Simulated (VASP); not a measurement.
# HfC (P6_3/mmc) in VASP: notebook, part 2 of 2

VASP 6.6.1. The steps go on from the part before.

**4. Single point, LDA**

This run uses another cell than the first one, of 13.09 Å³/atom, 1.040 times its volume.

INCAR

```
SYSTEM = HfC
PREC = Accurate ; ENCUT = 520
EDIFF = 1E-6 ; ISMEAR = -1
SIGMA = 0.1 ; LREAL = .FALSE.
LASPH = .TRUE. ; NELM = 60
ALGO = Normal ; ISIF = 2
LWAVE = .FALSE. ; LCHARG = .FALSE.
NBANDS = 22
```

KPOINTS

```
regular mesh
0
G
  8 8 5
  0 0 0
```

POSCAR

```
HfC
1.0
    3.3868561236      0.0000000000      0.0000000000
   -1.6934280618      2.9331035662      0.0000000000
    0.0000000000      0.0000000000      5.2711786145
Hf C
2 2
Direct
    0.6666666667      0.3333333333      0.7500000000
    0.3333333333      0.6666666667      0.2500000000
    0.0000000000      0.0000000000      0.0000000000
    0.0000000000      0.0000000000      0.5000000000
```

Potentials or basis: VASP PAW LDA potentials, release 64 (Hf_pv, C).

Launch:

```sh
> cat potpaw_LDA.64/Hf_pv/POTCAR potpaw_LDA.64/C/POTCAR > POTCAR
> mpirun -np 1 vasp_std > vasp.out
```

OUTCAR:

```text
SYSTEM = HfC
   PREC = Accurate
   ENCUT = 520
   EDIFF = 1E-6
   ISMEAR = -1
   LREAL = .FALSE.
   LASPH = .TRUE.
   NELM = 60
   ISIF = 2

 ion  position               nearest neighbor table
   1  0.667  0.333  0.750-   3 2.36   4 2.36   3 2.36   4 2.36   3 2.36   4 2.36   2 3.28   2 3.28
                             2 3.28   2 3.28   2 3.28   2 3.28
   2  0.333  0.667  0.250-   3 2.36   4 2.36   3 2.36   4 2.36   3 2.36   4 2.36   1 3.28   1 3.28
                             1 3.28   1 3.28   1 3.28   1 3.28
   3  0.000  0.000  0.000-   1 2.36   2 2.36   1 2.36   2 2.36   1 2.36   2 2.36
   4  0.000  0.000  0.500-   1 2.36   2 2.36   1 2.36   2 2.36   1 2.36   2 2.36

  LATTYP: Found a hexagonal cell.
 ALAT       =     3.3868561236
 C/A-ratio  =     1.5563633122

  Lattice vectors:

 A1 = (   3.3868561236,   0.0000000000,   0.0000000000)
 A2 = (  -1.6934280618,   2.9331035662,   0.0000000000)
 A3 = (   0.0000000000,   0.0000000000,   5.2711786145)

Analysis of symmetry for initial positions (statically):
=====================================================================
 Subroutine PRICEL returns:
 Original cell was already a primitive cell.

 Routine SETGRP: Setting up the symmetry group for a
 hexagonal supercell.

 Subroutine GETGRP returns: Found 24 space group operations
 (whereof 12 operations were pure point group operations)
 out of a pool of 24 trial point group operations.

The static configuration has the point symmetry D_3d.
 The point group associated with its full space group is D_6h.

Analysis of symmetry for dynamics (positions and initial velocities):
=====================================================================
 Subroutine PRICEL returns:
 Original cell was already a primitive cell.

 Routine SETGRP: Setting up the symmetry group for a
 hexagonal supercell.

 Subroutine GETGRP returns: Found 24 space group operations
[... 125 lines left out ...]
   IALGO  =     38    algorithm
   IMIX   =      4    mixing-type and parameters
     AMIX     =   0.40;   BMIX     =  1.00
     AMIX_MAG =   1.60;   BMIX_MAG =  1.00
  volume/ion in A,a.u.               =      13.09        88.34
  Fermi-wavevector in a.u.,A,eV,Ry     =   1.328771  2.511014 24.022895  1.765633
  Thomas-Fermi vector in A             =   2.457984
   LORBIT       =      0    0 simple, 1 ext, 2 COOP (PROOUT), +10 PAW based schemes
   GGA     = CA    functional components
   LHFCALC =     F    Hartree Fock is set to
   AEXX    =    0.0000 exact exchange contribution
   IVDW    =     0    specifies the selected vdW correction
   LEPSILON=     F    determine dielectric tensor
   LRPA    =     F    only Hartree local field effects (RPA)
 non-spin polarized calculation
  energy-cutoff  :      520.00
  volume of cell :       52.36
 maximum number of plane-waves:      1424
 NGX is ok and might be reduce to    28
   NGX = 13   NGY = 13   NGZ = 19

 number of electron      27.9999998 magnetization

 Free energy of the ion-electron system (eV)
  ---------------------------------------------------
  ext. energy  EPLUGINS =         0.00000000
  ---------------------------------------------------
  free energy    TOTEN  =       -44.73837819 eV

  energy without entropy =      -44.71180704  energy(sigma->0) =      -44.72509262

 E-fermi :   5.9480     XC(G=0): -12.2902

 val. band max:        5.8685653635   @ k =   0.0000   0.0000   0.2000
 cond. band min:       6.1278039986   @ k =   0.3750   0.2500   0.0000
 fundamental gap:      0.2592386352
 Fermi energy:         5.9479754184

 k-point     1 :       0.0000    0.0000    0.0000
  band No.  band energies     occupation
      1     -24.5538      2.00000
      2     -24.0571      2.00000
      3     -24.0571      2.00000
      4     -23.9760      2.00000
      5     -23.9760      2.00000
      6     -23.9011      2.00000
[... 589 lines left out ...]
     21      12.6966      0.00000
     22      12.9518      0.00000

 [... further k-points ...]

------------------------ aborting loop because EDIFF is reached ----------------------------------------

  FORCE on cell =-STRESS in cart. coord.  units (eV):
  Direction    XX          YY          ZZ          XY          YZ          ZX
  --------------------------------------------------------------------------------------
  -------------------------------------------------------------------------------------
  Total       -6.9442949     -6.9442955     -5.7300450     -0.0000000      0.0000000      0.0000000
  in kB     -212.4745220   -212.4745400   -175.3221291     -0.0000000      0.0000000      0.0000000
  external PRESSURE =    -200.0903970 kB  Pullay stress =       0.0000000 kB

 VOLUME and BASIS-vectors are now :
 -----------------------------------------------------------------------------
  energy-cutoff  :      520.00
  volume of cell :       52.36
      direct lattice vectors                 reciprocal lattice vectors
     3.386856124  0.000000000  0.000000000     0.295259073  0.170467898  0.000000000
    -1.693428062  2.933103566  0.000000000     0.000000000  0.340935796  0.000000000
     0.000000000  0.000000000  5.271178615     0.000000000  0.000000000  0.189710893

 POSITION                                       TOTAL-FORCE (eV/Angst)
 -----------------------------------------------------------------------------------
      1.69343      0.97770      3.95338         0.000000     -0.000000      0.000000
     -0.00000      1.95540      1.31779        -0.000000      0.000000      0.000000
      0.00000      0.00000      0.00000        -0.000000      0.000000      0.000000
      0.00000      0.00000      2.63559        -0.000000      0.000000      0.000000
 -----------------------------------------------------------------------------------
    total drift:                               -0.000000      0.000000     -0.000000

  FREE ENERGIE OF THE ION-ELECTRON SYSTEM (eV)
  ---------------------------------------------------
  free  energy   TOTEN  =       -44.7383781915 eV

  energy  without entropy=      -44.7118070407  energy(sigma->0) =      -44.72509262
```

OSZICAR:

```text
N       E                     dE             d eps       ncg     rms          rms(c)
DAV:   1     0.790508713776E+02    0.79051E+02   -0.15357E+04  1320   0.124E+03
DAV:   2    -0.454843830880E+02   -0.12454E+03   -0.11921E+03  1668   0.281E+02
DAV:   3    -0.507573172224E+02   -0.52729E+01   -0.52247E+01  1732   0.416E+01
DAV:   4    -0.508169159085E+02   -0.59599E-01   -0.59345E-01  1662   0.476E+00
DAV:   5    -0.508175728575E+02   -0.65695E-03   -0.65674E-03  1780   0.439E-01    0.711E+01
DAV:   6    -0.452581535178E+02    0.55594E+01   -0.51547E+01  1570   0.238E+01    0.543E+01
DAV:   7    -0.448249819920E+02    0.43317E+00   -0.42023E+00  1520   0.872E+00    0.283E+01
DAV:   8    -0.447683692503E+02    0.56613E-01   -0.27535E-01  1622   0.321E+00    0.599E+00
DAV:   9    -0.447429715553E+02    0.25398E-01   -0.26317E-01  1516   0.180E+00    0.374E+00
DAV:  10    -0.447392208666E+02    0.37507E-02   -0.11094E-02  1690   0.567E-01    0.805E-01
DAV:  11    -0.447384045959E+02    0.81627E-03   -0.37664E-03  1564   0.249E-01    0.371E-01
DAV:  12    -0.447383775645E+02    0.27031E-04   -0.23511E-04  1778   0.645E-02    0.253E-02
DAV:  13    -0.447383781915E+02   -0.62700E-06   -0.80328E-06  1642   0.122E-02
   1 F= -.44738378E+02 E0= -.44725093E+02  d E =-.265712E-01
```

Run time: 68 s. Hardware: 1 thread of Intel Xeon 6975P-C, shared host; peak memory 0.17 GiB.

Results:

```yaml
Free_energy: -44.7384 eV
Pressure: -20.0 GPa
Band_gap_on_the_k_mesh: zero (band 14 reaches 6.94 eV, above the bottom of band 15 at 5.82 eV)
```

Caveat: spin-orbit coupling is left out, which moves the levels of the heavy elements.

**5. Single point, LDA**

This run uses another cell than the first one, of 13.34 Å³/atom, 1.060 times its volume.

INCAR

```
SYSTEM = HfC
  PREC = Accurate
  ENCUT = 520
  EDIFF = 1E-6
  ISMEAR = -1
  SIGMA = 0.1
  LREAL = .FALSE.
  LASPH = .TRUE.
  NELM = 60
  ALGO = Normal
  ISIF = 2
  LWAVE = .FALSE.
  LCHARG = .FALSE.
  GGA = CA
  NBANDS = 22
```

KPOINTS is that of step 4.

POSCAR

```
HfC
1.0
    3.4084290372      0.0000000000      0.0000000000
   -1.7042145186      2.9517862582      0.0000000000
    0.0000000000      0.0000000000      5.3047539058
Hf C
2 2
Direct
    0.6666666667      0.3333333333      0.7500000000
    0.3333333333      0.6666666667      0.2500000000
    0.0000000000      0.0000000000      0.0000000000
    0.0000000000      0.0000000000      0.5000000000
```

Launch:

```sh
> cat potpaw_LDA.64/Hf_pv/POTCAR potpaw_LDA.64/C/POTCAR > POTCAR
> mpirun -np 1 vasp_std > vasp.out
```

Wall time 70 s (1 thread of Intel Xeon 6975P-C, shared host); peak memory 0.17 GiB.

The run converged. Its results:

| Item | Value |
| --- | --- |
| Free energy | -44.6025 eV |
| Pressure | -23.3 GPa |
| Band gap on the k mesh | zero (band 14 reaches 6.79 eV, above the bottom of band 15 at 5.69 eV) |

Stress tensor (GPa, compression positive):
```
-24.55   0.00   0.00
  0.00 -24.55   0.00
  0.00   0.00 -20.68
```

Levels at points of the mesh, in eV from the Fermi level:
```tsv
k point	band 10	band 11	band 12	band 13	band 14	band 15	band 16	band 17	band 18	band 19
(0.00, 0.00, 0.00)	-2.89	-2.89	-1.09	-1.09	0.98	1.37	1.37	1.80	1.80	2.21
(0.50, 0.00, 0.00)	-3.88	-3.24	-3.13	-1.65	-1.08	1.37	4.03	4.44	4.44	5.11
```

Caveat: spin-orbit coupling is left out, which moves the levels of the heavy elements.

**6. Overview**

```tsv
cell	gap on the mesh (eV)	pressure (GPa)
a = 3.343, b = 3.343, c = 5.203 Å, angles 90.0, 90.0, 120.0°, 4 atoms	none	-12.3
a = 3.365, b = 3.365, c = 5.237 Å, angles 90.0, 90.0, 120.0°, 4 atoms	none	-16.4
a = 3.387, b = 3.387, c = 5.271 Å, angles 90.0, 90.0, 120.0°, 4 atoms	none	-20.0
a = 3.408, b = 3.408, c = 5.305 Å, angles 90.0, 90.0, 120.0°, 4 atoms	none	-23.3
```

Alike in all rows: task single point; level LDA; potentials or basis VASP PAW LDA potentials, release 64 (Hf_pv, C); no spin polarisation; k mesh 8 × 8 × 5; cutoff (eV) 520; smearing fermi-dirac 0.1 eV.

Caveats: spin-orbit coupling is left out, which moves the levels of the heavy elements.

Absolute energies hang on the potentials; compare differences alone.
